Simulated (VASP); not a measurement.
Runs of VASP 6.6.1 on EuSb. The structure is that of space group F-43m (No. 216), or close to it. The cells are those of the table. 

```tsv
cell	gap on the mesh (eV)	pressure (GPa)	moment (μB)
a = 4.831 Å, angles 60.0°, 2 atoms	none	(a)	6.05
a = 4.893 Å, angles 60.0°, 2 atoms	none	4.2	(b)
a = 5.081 Å, angles 60.0°, 2 atoms	none	0.7	6.00
a = 5.138 Å, angles 60.0°, 2 atoms	none	-0.1	6.00
```

Alike in all rows: task single point; level PBE; potentials or basis VASP PAW PBE potentials, release 64 (Eu, Sb); spin collinear, ferromagnetic start; k mesh 6 × 6 × 6; cutoff (eV) 520; smearing gaussian 0.05 eV.

Problem. Fill in the values left out.

Solution. (a) 5.8; (b) 6.01.

Caveats: spin-orbit coupling is left out, which moves the levels of the heavy elements; a cell with one magnetic atom can't hold antiferromagnetic order, which such compounds often take; without U or exact exchange the open f shell lies at the Fermi level, which spoils levels, moments and volumes.

A k mesh can miss the band edges, and the runs leave out spin-orbit coupling on Eu, Sb.

A gap of «none» marks levels without a gap at the run's occupations.
